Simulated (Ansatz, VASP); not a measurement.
This is a calculation of MgS for Ansatz 0.2.0.

File input:

```
crystal:
  lattice:
    - [0.0, 2.5664882573, 2.5664882573]
    - [2.5664882573, 0.0, 2.5664882573]
    - [2.5664882573, 2.5664882573, 0.0]
  atoms:
    - { symbol: S, position: [0.5, 0.5, 0.5] }
    - { symbol: Mg, position: [0.0, 0.0, 0.0] }
hamiltonian:
  xc: hse06
  pseudopotentials: { kind: paw }
kpoints:
  mp_grid: { grid: [6, 6, 6] }
scf:
  occupations: { method: fermi_dirac, width: 0.05 }
output:
  forces: true
  stress: true
  eigenvalues: true
```

Question: Set up the same calculation for VASP 6.6.1. Potentials there: VASP PAW PBE potentials, release 64 (S, Mg).

Answer: As run (the cutoff follows the program's own potentials):

The input POSCAR:

```
MgS
1.0
    0.0000000000      2.5664882573      2.5664882573
    2.5664882573      0.0000000000      2.5664882573
    2.5664882573      2.5664882573      0.0000000000
S Mg
1 1
Direct
    0.5000000000      0.5000000000      0.5000000000
    0.0000000000      0.0000000000      0.0000000000
```

INCAR.step1

```
PREC = Accurate
ENCUT = 520
EDIFF = 1E-5
ISMEAR = -1
SIGMA = 0.05
LREAL = False
LASPH = True
NELM = 100
ALGO = Normal
ISIF = 2
LWAVE = True
LCHARG = False
GGA = PE
NBANDS = 11
```

The input INCAR.step2:

```
PREC = Accurate
ENCUT = 520
EDIFF = 1E-6
ISMEAR = -1
SIGMA = 0.05
LREAL = False
LASPH = True
NELM = 100
ALGO = Normal
ISIF = 2
LWAVE = False
LCHARG = False
GGA = PE
LHFCALC = True
HFSCREEN = 0.2079
PRECFOCK = Normal
ISTART = 1
NBANDS = 11
```

KPOINTS

```
Automatic mesh
0
Gamma
  6 6 6
```

Potentials or basis: VASP PAW PBE potentials, release 64 (S, Mg).

Launch:

```bash
$ cat potpaw_PBE.64/S/POTCAR potpaw_PBE.64/Mg/POTCAR > POTCAR
$ cp INCAR.step1 INCAR
$ mpirun -np 1 vasp_std > vasp.out
$ cp INCAR.step2 INCAR
$ mpirun -np 1 vasp_std > vasp.out
```

Both were run:

|  | VASP | Ansatz | Ansatz less VASP |
| --- | --- | --- | --- |
| gap on the k mesh at the Fermi level (eV) | 3.85 | 3.90 | +0.052 |
| least direct gap on the mesh (eV) | 5.15 | 5.18 | +0.031 |
| pressure (GPa) | 2.7 | 3.1 | +0.33 |

With one functional, cell and mesh, what is left measures potentials, basis and numerics. VASP's potentials hold 8 valence electrons a cell and Ansatz's 16, so a difference there can come from the potentials and not from the codes.
